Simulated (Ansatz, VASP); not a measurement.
One calculation of SiO2, two programs

File INCAR:

```
SYSTEM = SiO2
PREC = Accurate
ENCUT = 600
EDIFF = 1E-6
ISMEAR = 0
SIGMA = 0.02
LREAL = .False.
LASPH = .True.
NELM = 60
ALGO = Normal
ISIF = 3
LWAVE = .False.
LCHARG = .False.
GGA = PE
IBRION = 2
NSW = 80
EDIFFG = -0.01
```

The input KPOINTS:

```
regular mesh
0
Gamma
  10 10 10
  0 0 0
```

Contents of POSCAR:

```
SiO2
1.0
   -1.7631929494      1.7631929494      4.2599462567
    1.7631929494     -1.7631929494      4.2599462567
    1.7631929494      1.7631929494     -4.2599462567
Si O
2 4
Direct
    0.0000000000      0.0000000000      0.0000000000
    0.7500000000      0.2500000000      0.5000000000
    0.9578365124      0.4578365124      0.5000000000
    0.2078365124      0.2078365124      0.0000000000
    0.5421634876      0.0421634876      0.5000000000
    0.7921634876      0.7921634876      0.0000000000
```

Input for Ansatz:

```yaml
crystal:
  lattice:
    - [-1.7631929494, 1.7631929494, 4.2599462567]
    - [1.7631929494, -1.7631929494, 4.2599462567]
    - [1.7631929494, 1.7631929494, -4.2599462567]
  atoms:
    - { symbol: Si, position: [0.0, 0.0, 0.0] }
    - { symbol: Si, position: [0.75, 0.25, 0.5] }
    - { symbol: O, position: [0.9578365124, 0.4578365124, 0.5] }
    - { symbol: O, position: [0.2078365124, 0.2078365124, 0.0] }
    - { symbol: O, position: [0.5421634876, 0.0421634876, 0.5] }
    - { symbol: O, position: [0.7921634876, 0.7921634876, 0.0] }
basis:
  ecutwfc: 420
kpoints:
  mp_grid: { grid: [10, 10, 10] }
hamiltonian:
  xc: pbe
scf:
  occupations: { method: gaussian, width: 0.02 }
output:
  forces: true
  stress: true
  eigenvalues: true
relax:
  adjacent_minimum: "off"
  f_tol: 0.01
  max_steps: 60
  cell: { stress_tol: 0.1 }
```

Alike in both runs: task relaxation of cell and atoms; functional PBE; k mesh 10 × 10 × 10; occupations gaussian, width 0.02 eV; no spin polarisation.

|  | VASP | Ansatz |
| --- | --- | --- |
| version | VASP 6.6.1 | Ansatz 0.2.0 |
| potentials or method | VASP PAW PBE potentials, release 64 (Si, O), cutoff 600 eV | scalar-relativistic, plane waves, PAW |
| valence electrons in the cell | 32 | 32 |

|  | VASP | Ansatz | Ansatz less VASP |
| --- | --- | --- | --- |
| gap on the k mesh at the Fermi level, each at its own relaxed structure (eV) | 5.80 | 5.80 | -0.002 |
| relaxed volume (Å³/atom) | 8.82 | 8.83 | +0.012 |
| relaxed cell length with the largest relative difference (Å) | 4.937 | 4.936 | -0.0007 |
